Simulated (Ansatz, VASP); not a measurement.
**One calculation of Ga, two programs**

```
Ga
1.0
     0.00000    2.87110    0.00000
     2.87110    0.00000    0.00000
     1.43555    1.43555   -2.18446
Ga
1
Cartesian
  0.0000 0.0000 0.0000
```

Alike in both runs: task single point; functional PBE; k mesh 15 × 15 × 15; occupations fermi-dirac, width 0.1099 eV; no spin polarisation.

```csv
,VASP,Ansatz
version,VASP 6.6.1,Ansatz 0.2.0
potentials or method,"VASP PAW PBE potentials, release 64 (Ga_d), cutoff 520 eV",PAW plane waves
valence electrons in the cell,13,13
```

|  | VASP | Ansatz | Ansatz less VASP |
| --- | --- | --- | --- |
| pressure (GPa) | 2.9 | 2.8 | -0.09 |
| traceless stress, the component that is largest in VASP (GPa) | -0.53 | -0.51 | +0.015 |
